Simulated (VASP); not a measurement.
# SiC (R3m) in VASP: a series of runs

The runs below take SiC through single point, with HSE06.

All numbers are computed with VASP 6.6.1; they aren't measurements. Logs are shortened: lines on timing, memory, paths and dates and some standing lists are left out, and cuts for length are marked.

## Step 1: The cell of the first run

It takes space group R3m (No. 160, trigonal). Conventional cell: a = 3.111 Å, b = 3.111 Å, c = 7.532 Å, α = 90.00°, β = 90.00°, γ = 120.00°. Within 2.5 Å of Si (site symmetry 3m) lie 4 C at 1.89 to 1.90 Å. Within 2.5 Å of C (site symmetry 3m) lie 4 Si at 1.89 to 1.90 Å.

## Step 2: Single point, HSE06 (epitaxial 111 strain +1.0%)

Input file POSCAR:

```
SiC
1.0
   -0.0169860927      2.1828467819      2.1828467819
    2.1828467819     -0.0169860927      2.1828467819
    2.1828467819      2.1828467819     -0.0169860927
Si C
1 1
Direct
   -0.0003253515     -0.0003253515     -0.0003253515
    0.2503253515      0.2503253515      0.2503253515
```

Input file INCAR.step1:

```
ALGO     = Normal         # electronic algorithm
EDIFF    = 1E-5           # SCF threshold, eV
ENCUT    = 520            # plane-wave cutoff, eV
GGA      = PE             # functional
ISIF     = 2              # what is computed and relaxed
ISMEAR   = 0              # smearing method
LASPH    = True           # aspherical terms in the spheres
LCHARG   = False          # write CHGCAR
LREAL    = False          # projectors in reciprocal space
LWAVE    = True           # write WAVECAR
NBANDS   = 11             # bands
NELM     = 60             # most SCF steps
PREC     = Accurate       # precision mode
SIGMA    = 0.01           # smearing width, eV
```

Input file INCAR.step2:

```
ALGO     = Normal         # electronic algorithm
EDIFF    = 1E-7           # SCF threshold, eV
ENCUT    = 520            # plane-wave cutoff, eV
GGA      = PE             # functional
HFSCREEN = 0.2079         # screening, 1/A
ISIF     = 2              # what is computed and relaxed
ISMEAR   = 0              # smearing method
ISTART   = 1            
LASPH    = True           # aspherical terms in the spheres
LCHARG   = False          # write CHGCAR
LHFCALC  = True           # exact exchange
LREAL    = False          # projectors in reciprocal space
LWAVE    = False          # write WAVECAR
NBANDS   = 11             # bands
NELM     = 60             # most SCF steps
PREC     = Accurate       # precision mode
PRECFOCK = Normal       
SIGMA    = 0.01           # smearing width, eV
```

Input file KPOINTS:

```
k-points
0
Gamma
  8 8 8
```

Potentials or basis: VASP PAW PBE potentials, release 64 (Si, C).

The run is started by

```console
> cat potpaw_PBE.64/Si/POTCAR potpaw_PBE.64/C/POTCAR > POTCAR
> cp INCAR.step1 INCAR
> mpirun -np 1 vasp_std > vasp.out
> cp INCAR.step2 INCAR
> mpirun -np 1 vasp_std > vasp.out
```

OUTCAR:

```text
EDIFF = 1E-7
   ENCUT = 520
   GGA = PE
   HFSCREEN = 0.2079
   ISIF = 2
   ISMEAR = 0
   ISTART = 1
   LASPH = True
   LHFCALC = True
   LREAL = False
   NELM = 60
   PREC = Accurate
   PRECFOCK = Normal

 ion  position               nearest neighbor table
   1  1.000  1.000  1.000-   2 1.89   2 1.90   2 1.90   2 1.90
   2  0.250  0.250  0.250-   1 1.89   1 1.90   1 1.90   1 1.90

  LATTYP: Found a trigonal (rhomboedric) cell.
 ALAT       =     3.0870582557
 COS(alpha) =     0.4922034737

  Lattice vectors:

 A1 = (  -0.0169860927,   2.1828467819,   2.1828467819)
 A2 = (   2.1828467819,  -0.0169860927,   2.1828467819)
 A3 = (   2.1828467819,   2.1828467819,  -0.0169860927)

Analysis of symmetry for initial positions (statically):
=====================================================================
 Subroutine PRICEL returns:
 Original cell was already a primitive cell.

 Routine SETGRP: Setting up the symmetry group for a
 trigonal (rhombohedral) supercell.

 Subroutine GETGRP returns: Found  6 space group operations
 (whereof  6 operations were pure point group operations)
 out of a pool of 12 trial point group operations.

The static configuration has the point symmetry C_3v.

Analysis of symmetry for dynamics (positions and initial velocities):
=====================================================================
 Subroutine PRICEL returns:
 Original cell was already a primitive cell.

 Routine SETGRP: Setting up the symmetry group for a
 trigonal (rhombohedral) supercell.

 Subroutine GETGRP returns: Found  6 space group operations
 (whereof  6 operations were pure point group operations)
 out of a pool of 12 trial point group operations.

The dynamic configuration has the point symmetry C_3v.

 Subroutine INISYM returns: Found  6 space group operations
 (whereof  6 operations are pure point group operations),
 and found     1 'primitive' translations

----------------------------------------------------------------------------------------

                                     Primitive cell

  volume of cell :      21.0445

  direct lattice vectors                    reciprocal lattice vectors
    -0.016986093  2.182846782  2.182846782    -0.226402197  0.228177790  0.228177790
     2.182846782 -0.016986093  2.182846782     0.228177790 -0.226402197  0.228177790
     2.182846782  2.182846782 -0.016986093     0.228177790  0.228177790 -0.226402197

  length of vectors
     3.087058256  3.087058256  3.087058256     0.394193053  0.394193053  0.394193053

  position of ions in fractional coordinates (direct lattice)
     0.999674648  0.999674648  0.999674648
     0.250325352  0.250325352  0.250325352

  ion indices of the primitive-cell ions
   primitive index   ion index
                 1           1
                 2           2

----------------------------------------------------------------------------------------

 KPOINTS: k-points

Automatic generation of k-mesh.
 Grid dimensions read from file:
 generate k-points for:    8    8    8

 Generating k-lattice:

  Cartesian coordinates                     Fractional coordinates (reciprocal lattice)
    -0.028300275  0.028522224  0.028522224     0.125000000  0.000000000  0.000000000
     0.028522224 -0.028300275  0.028522224     0.000000000  0.125000000  0.000000000
     0.028522224  0.028522224 -0.028300275     0.000000000  0.000000000  0.125000000

  Length of vectors
     0.049274132  0.049274132  0.049274132

  Shift w.r.t. Gamma in fractional coordinates (k-lattice)
     0.000000000  0.000000000  0.000000000

 Subroutine IBZKPT returns following result:
 ===========================================

 Found     65 irreducible k-points:

 Following reciprocal coordinates:
            Coordinates               Weight
  0.000000  0.000000  0.000000      1.000000
  0.125000 -0.000000 -0.000000      6.000000
  0.250000 -0.000000 -0.000000      6.000000
  0.375000  0.000000 -0.000000      6.000000
  0.500000 -0.000000 -0.000000      3.000000
  0.125000  0.125000 -0.000000      6.000000
[... 16 lines left out ...]
  0.250000  0.125000  0.125000      6.000000
  0.375000  0.125000  0.125000      6.000000
 [... further k-points ...]
   k-points           NKPTS =     65   k-points in BZ     NKDIM =    512   number of bands    NBANDS=     11
   number of dos      NEDOS =    301   number of ions     NIONS =      2
   total plane-waves  NPLWV =  13824
   dimension x,y,z NGX =    24 NGY =   24 NGZ =   24
   dimension x,y,z NGXF=    48 NGYF=   48 NGZF=   48
   ions per type =               1   1
   NGX,Y,Z   is equivalent  to a cutoff of  12.92, 12.92, 12.92 a.u.
   NGXF,Y,Z  is equivalent  to a cutoff of  25.85, 25.85, 25.85 a.u.
 SYSTEM =  unknown system
   PREC   = accura    normal or accurate (medium, high low for compatibility)
   ISTART =      1    job   : 0-new  1-cont  2-samecut
   ICHARG =      0    charge: 1-file 2-atom 10-const
   ISPIN  =      1    spin polarized calculation?
   LNONCOLLINEAR =      F non collinear calculations
   LSORBIT =      F    spin-orbit coupling
   LASPH  =      T    aspherical Exc in radial PAW
   ENCUT  =  520.0 eV  38.22 Ry    6.18 a.u.   5.74  5.74  5.74*2*pi/ulx,y,z
   NELM   =     60;   NELMIN=  2; NELMDL=  0     # of ELM steps
   EDIFF  = 0.1E-06   stopping-criterion for ELM
   LREAL  =      F    real-space projection
   EDIFFG = 0.1E-05   stopping-criterion for IOM
   NSW    =      0    number of steps for IOM
   IBRION =     -1    ionic relax: 0-MD 1-quasi-New 2-CG
   NFREE  =      0    steps in history (QN), initial steepest desc. (CG)
   ISIF   =      2    stress and relaxation
   ISYM   =      3    0-nonsym 1-usesym 2-fastsym
   POTIM  = 0.5000    time-step for ionic-motion
   TEBEG  =    0.0;   TEEND  =   0.0 temperature during run
   PSTRESS=    0.0 pullay stress
   NELECT =       8.0000    total number of electrons
   NUPDOWN=      -1.0000    fix difference up-down
   EMIN   =  10.00;   EMAX   =-10.00  energy-range for DOS
   EFERMI =   0.00;   METHOD = LEGACY
   ISMEAR =     0;   SIGMA  =   0.01  broadening in eV -4-tet -1-fermi 0-gaus
   EFERMI_NEDOS =   21; number of points for ismear=-14 and -15
   IALGO  =     38    algorithm
   IMIX   =      1    mixing-type and parameters
     AMIX     =   0.40;   BMIX     =  1.00
     AMIX_MAG =   1.60;   BMIX_MAG =  1.00
  volume/ion in A,a.u.               =      10.52        71.01
  Fermi-wavevector in a.u.,A,eV,Ry     =   1.185928  2.241079 19.135575  1.406425
  Thomas-Fermi vector in A             =   2.322111
   LORBIT       =      0    0 simple, 1 ext, 2 COOP (PROOUT), +10 PAW based schemes
   GGA     = PE    functional components
   LHFCALC =     T    Hartree Fock is set to
   PRECFOCK=normal    Normal, Fast or Accurate (Low or Medium for compatibility)
   ENCUT4O =  -1.0   cutoff for four orbital integrals eV
   NKREDX  =     1    reduce k-point grid by
   NKREDY  =     1    reduce k-point grid by
   NKREDZ  =     1    reduce k-point grid by
   AEXX    =    0.2500 exact exchange contribution
   HFSCREEN=    0.2079 screening length (either q_TF or 0.3 A-1)
   HFSCREENC=   0.2079 screening length for correlation (either q_TF or 0.3 A-1)
   ENCUTFOCK=  -1.0 apply spherical cutoff to Coloumb kernel
   IVDW    =     0    specifies the selected vdW correction
   LEPSILON=     F    determine dielectric tensor
   LRPA    =     F    only Hartree local field effects (RPA)
 non-spin polarized calculation
 Gauss-broadening in eV      SIGMA  =   0.01
  energy-cutoff  :      520.00
  volume of cell :       21.04
 maximum number of plane-waves:       582
  NGX = 18; NGY = 18; NGZ = 18

 number of electron       8.0000001 magnetization

 Free energy of the ion-electron system (eV)
  ---------------------------------------------------
  ext. energy  EPLUGINS =         0.00000000
  ---------------------------------------------------
  free energy    TOTEN  =       -17.41225935 eV

  energy without entropy =      -17.41225935  energy(sigma->0) =      -17.41225935

 E-fermi :   7.5226     XC(G=0):  -9.3006

 val. band max:        7.3758780644   @ k =   0.0000   0.0000   0.0000
 cond. band min:       9.5467437153   @ k =   0.5000   0.5000  -0.0000
 fundamental gap:      2.1708656509
 Fermi energy:         7.5225966232

 k-point     1 :       0.0000    0.0000    0.0000
  band No.  band energies     occupation
      1      -9.5388      2.00000
      2       7.2755      2.00000
      3       7.2755      2.00000
      4       7.3759      2.00000
      5      14.5927      0.00000
      6      15.6807      0.00000
      7      15.6807      0.00000
      8      15.9806      0.00000
      9      23.2796      0.00000
     10      23.2796      0.00000
     11      25.0083      0.00000

 k-point     2 :       0.1250   -0.0000   -0.0000
  band No.  band energies     occupation
      1      -9.2141      2.00000
      2       5.6733      2.00000
      3       7.0657      2.00000
      4       7.1469      2.00000
      5      14.9003      0.00000
      6      16.0656      0.00000
      7      16.2036      0.00000
      8      16.3802      0.00000
      9      21.9567      0.00000
     10      22.0450      0.00000
     11      24.7052      0.00000

 k-point     3 :       0.2500   -0.0000   -0.0000
  band No.  band energies     occupation
      1      -8.2656      2.00000
      2       2.6054      2.00000
      3       6.6381      2.00000
      4       6.7005      2.00000
      5      14.4078      0.00000
      6      16.3731      0.00000
      7      16.5292      0.00000
      8      18.0020      0.00000
      9      21.7238      0.00000
     10      21.9410      0.00000
     11      23.7598      0.00000

 k-point     4 :       0.3750    0.0000   -0.0000
  band No.  band energies     occupation
      1      -6.8331      2.00000
      2      -0.3640      2.00000
      3       6.2892      2.00000
      4       6.3344      2.00000
      5      13.9786      0.00000
      6      15.9430      0.00000
      7      16.0786      0.00000
      8      18.7495      0.00000
      9      23.7759      0.00000
     10      23.9995      0.00000
     11      24.2950      0.00000
[... 239 lines left out ...]
 k-point    22 :       0.1250    0.1250    0.1250
  band No.  band energies     occupation
      1      -9.2065      2.00000
      2       5.8009      2.00000
      3       7.0482      2.00000
      4       7.0482      2.00000
      5      14.7287      0.00000
      6      16.0797      0.00000
      7      16.0797      0.00000
      8      16.5735      0.00000
      9      21.9322      0.00000
     10      21.9322      0.00000
     11      24.6439      0.00000

 k-point    23 :       0.2500    0.1250    0.1250
  band No.  band energies     occupation
      1      -8.6676      2.00000
      2       4.3923      2.00000
      3       5.7318      2.00000
      4       7.1060      2.00000
      5      15.4293      0.00000
      6      15.7593      0.00000
      7      16.2127      0.00000
      8      17.4971      0.00000
      9      20.2279      0.00000
     10      22.4469      0.00000
     11      26.5096      0.00000

 k-point    24 :       0.3750    0.1250    0.1250
  band No.  band energies     occupation
      1      -7.5374      2.00000
      2       1.6746      2.00000
      3       4.9360      2.00000
      4       6.6595      2.00000
      5      15.0020      0.00000
      6      16.0363      0.00000
      7      16.4992      0.00000
      8      18.1663      0.00000
      9      20.5415      0.00000
     10      23.8255      0.00000
     11      26.2945      0.00000

 [... further k-points ...]

------------------------ aborting loop because EDIFF is reached ----------------------------------------

  FORCE on cell =-STRESS in cart. coord.  units (eV):
  Direction    XX          YY          ZZ          XY          YZ          ZX
  --------------------------------------------------------------------------------------
  -------------------------------------------------------------------------------------
  Total       -0.7191554     -0.7191554     -0.7191554      0.2565200      0.2565200      0.2565200
  in kB      -54.7512165    -54.7512165    -54.7512165     19.5295540     19.5295540     19.5295540
  external PRESSURE =     -54.7512165 kB  Pullay stress =       0.0000000 kB

 VOLUME and BASIS-vectors are now :
 -----------------------------------------------------------------------------
  energy-cutoff  :      520.00
  volume of cell :       21.04
      direct lattice vectors                 reciprocal lattice vectors
    -0.016986093  2.182846782  2.182846782    -0.226402197  0.228177790  0.228177790
     2.182846782 -0.016986093  2.182846782     0.228177790 -0.226402197  0.228177790
     2.182846782  2.182846782 -0.016986093     0.228177790  0.228177790 -0.226402197

 POSITION                                       TOTAL-FORCE (eV/Angst)
 -----------------------------------------------------------------------------------
      4.34729      4.34729      4.34729        -0.002372     -0.002372     -0.002372
      1.08859      1.08859      1.08859         0.002372      0.002372      0.002372
 -----------------------------------------------------------------------------------
    total drift:                               -0.000018     -0.000018     -0.000018

  FREE ENERGIE OF THE ION-ELECTRON SYSTEM (eV)
  ---------------------------------------------------
  free  energy   TOTEN  =       -17.4122593530 eV

  energy  without entropy=      -17.4122593530  energy(sigma->0) =      -17.41225935
```

It took 89 min on 1 thread of Oxide Virtual Turin-like, shared host; peak memory 0.23 GiB.

What came out:

```yaml
Free_energy: -17.4123 eV
Pressure: -5.5 GPa
Largest_force: 0.004 eV/Å
Band_gap_on_the_k_mesh: 2.17 eV (least direct gap 5.63 eV)
```

Forces on the atoms (eV/Å):
```
Si  -0.002 -0.002 -0.002
C    0.002  0.002  0.002
```

Stress tensor (GPa, compression positive):
```
-5.48  1.95  1.95
 1.95 -5.48  1.95
 1.95  1.95 -5.48
```

Caveat: the cell differs from its parent crystal (epitaxial 111 strain +1.0%); the cell stands under tension; the PAW data sets were made with another functional, which shifts forces and pressure a little. A k mesh can miss the band edges.

## Step 3: Single point, HSE06 (epitaxial 111 strain -1.0%)

Input file POSCAR:

```
SiC
1.0
    0.0174216866      2.1736935141      2.1736935141
    2.1736935141      0.0174216866      2.1736935141
    2.1736935141      2.1736935141      0.0174216866
Si C
1 1
Direct
    0.0003774063      0.0003774063      0.0003774063
    0.2496225937      0.2496225937      0.2496225937
```

Input file INCAR.step1:

```
SYSTEM = SiC
PREC = Accurate
ENCUT = 520
EDIFF = 1E-5
ISMEAR = 0
SIGMA = 0.01
LREAL = .False.
LASPH = .True.
NELM = 60
ALGO = Normal
ISIF = 2
LWAVE = .True.
LCHARG = .False.
NBANDS = 11
GGA = PE
```

Input file INCAR.step2:

```
SYSTEM = SiC
PREC = Accurate
ENCUT = 520
EDIFF = 1E-6
ISMEAR = 0
SIGMA = 0.01
LREAL = .False.
LASPH = .True.
NELM = 60
ALGO = Normal
ISIF = 2
LWAVE = .False.
LCHARG = .False.
GGA = PE
LHFCALC = .True.
HFSCREEN = 0.2079
PRECFOCK = Normal
NBANDS = 11
ISTART = 1
```

Input file KPOINTS:

```
Automatic mesh
0
Gamma
  8 8 8
  0 0 0
```

Potentials or basis: VASP PAW PBE potentials, release 64 (Si, C).

The run is started by

```console
> cat potpaw_PBE.64/Si/POTCAR potpaw_PBE.64/C/POTCAR > POTCAR
> cp INCAR.step1 INCAR
> mpirun -np 1 vasp_std > vasp.out
> cp INCAR.step2 INCAR
> mpirun -np 1 vasp_std > vasp.out
```

OUTCAR:

```text
SYSTEM = SiC
   PREC = Accurate
   ENCUT = 520
   EDIFF = 1E-6
   ISMEAR = 0
   LREAL = .False.
   LASPH = .True.
   NELM = 60
   ISIF = 2
   GGA = PE
   LHFCALC = .True.
   HFSCREEN = 0.2079
   PRECFOCK = Normal
   ISTART = 1

 ion  position               nearest neighbor table
   1  0.000  0.000  0.000-   2 1.87   2 1.87   2 1.87   2 1.88
   2  0.250  0.250  0.250-   1 1.87   1 1.87   1 1.87   1 1.88

  LATTYP: Found a trigonal (rhomboedric) cell.
 ALAT       =     3.0741162147
[... 535 lines left out ...]
------------------------ aborting loop because EDIFF is reached ----------------------------------------

  FORCE on cell =-STRESS in cart. coord.  units (eV):
  Direction    XX          YY          ZZ          XY          YZ          ZX
  --------------------------------------------------------------------------------------
  -------------------------------------------------------------------------------------
  Total        0.3493774      0.3493774      0.3493774     -0.2739777     -0.2739777     -0.2739777
  in kB       27.5824737     27.5824737     27.5824737    -21.6298539    -21.6298539    -21.6298539
  external PRESSURE =      27.5824737 kB  Pullay stress =       0.0000000 kB

 VOLUME and BASIS-vectors are now :
 -----------------------------------------------------------------------------
  energy-cutoff  :      520.00
  volume of cell :       20.29
      direct lattice vectors                 reciprocal lattice vectors
     0.017421687  2.173693514  2.173693514    -0.232807243  0.230956179  0.230956179
     2.173693514  0.017421687  2.173693514     0.230956179 -0.232807243  0.230956179
     2.173693514  2.173693514  0.017421687     0.230956179  0.230956179 -0.232807243

 POSITION                                       TOTAL-FORCE (eV/Angst)
 -----------------------------------------------------------------------------------
      0.00165      0.00165      0.00165         0.001799      0.001799      0.001799
      1.08955      1.08955      1.08955        -0.001799     -0.001799     -0.001799
 -----------------------------------------------------------------------------------
    total drift:                                0.000018      0.000018      0.000018

  FREE ENERGIE OF THE ION-ELECTRON SYSTEM (eV)
  ---------------------------------------------------
  free  energy   TOTEN  =       -17.4187056558 eV

  energy  without entropy=      -17.4187056558  energy(sigma->0) =      -17.41870566
```

OUTCAR.step1:

```text
SYSTEM = SiC
   PREC = Accurate
   ENCUT = 520
   EDIFF = 1E-5
   ISMEAR = 0
   LREAL = .False.
   LASPH = .True.
[... 558 lines left out ...]
      0.00165      0.00165      0.00165         0.007259      0.007259      0.007259
      1.08955      1.08955      1.08955        -0.007259     -0.007259     -0.007259
 -----------------------------------------------------------------------------------
    total drift:                                0.000073      0.000073      0.000073

  FREE ENERGIE OF THE ION-ELECTRON SYSTEM (eV)
  ---------------------------------------------------
  free  energy   TOTEN  =       -15.0398986947 eV

  energy  without entropy=      -15.0398986947  energy(sigma->0) =      -15.03989869
```

Wall time 1.6 h (1 thread of Oxide Virtual Turin-like, shared host); peak memory 0.23 GiB.

What came out:

```yaml
Free_energy: -17.4187 eV
Pressure: 2.8 GPa
Largest_force: 0.003 eV/Å
Band_gap_on_the_k_mesh: 2.18 eV (least direct gap 5.68 eV)
```

Forces on the atoms (eV/Å):
```
Si   0.002  0.002  0.002
C   -0.002 -0.002 -0.002
```

Stress tensor (GPa, compression positive):
```
 2.76 -2.16 -2.16
-2.16  2.76 -2.16
-2.16 -2.16  2.76
```

Caveat: the cell differs from its parent crystal (epitaxial 111 strain -1.0%); the PAW data sets were made with another functional, which shifts forces and pressure a little.
